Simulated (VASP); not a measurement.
Here is a VASP 6.6.1 calculation.

File INCAR:

```
SYSTEM = CoSi2
  ALGO = Normal
  EDIFF = 1E-6
  EDIFFG = -0.005
  ENCUT = 600
  GGA = PE
  IBRION = 2
  ISIF = 3
  ISMEAR = -1
  LASPH = .True.
  LCHARG = .False.
  LREAL = .False.
  LWAVE = .False.
  NELM = 100
  NSW = 32
  PREC = Accurate
  PSTRESS = 240.0
  SIGMA = 0.08
```

Contents of KPOINTS:

```
k-points
0
Gamma
  11 11 11
  0 0 0
```

Contents of POSCAR:

```
CoSi2
1.0
    0.0000000000      2.5872002494      2.5872002494
    2.5872002494      0.0000000000      2.5872002494
    2.5872002494      2.5872002494      0.0000000000
Co Si
1 2
Direct
    0.0000000000      0.0000000000      0.0000000000
    0.2500000000      0.2500000000      0.2500000000
    0.7500000000      0.7500000000      0.7500000000
```

Potentials or basis: VASP PAW PBE potentials, release 64 (Co, Si).

Command:

```console
$ cat potpaw_PBE.64/Co/POTCAR potpaw_PBE.64/Si/POTCAR > POTCAR
$ mpirun -np 1 vasp_std > vasp.out
```

Task: Predict the space group after relaxing (to 0.05 Å).

Result: Fm-3m (No. 225).

Task: What does it give for the relaxed cell?

Result: a = 3.658 Å, b = 3.658 Å, c = 3.658 Å, α = 60.00°, β = 60.00°, γ = 60.00°.

Task: Predict the relaxed volume.

Result: 11.53 Å³/atom.

The path:
```csv
step,energy change (eV),largest force (eV/Å),pressure (GPa),volume (Å³)
1,0.0000,0.0000,23.71,34.64
2,0.0156,0.0000,24.63,34.53
3,0.0048,0.0000,24.01,34.60
```

Caveat: the cell is relaxed towards a set pressure, so the enthalpy falls and the energy may rise. Spin polarisation is off, so any magnetic state and its effect on volume and gap are missing.
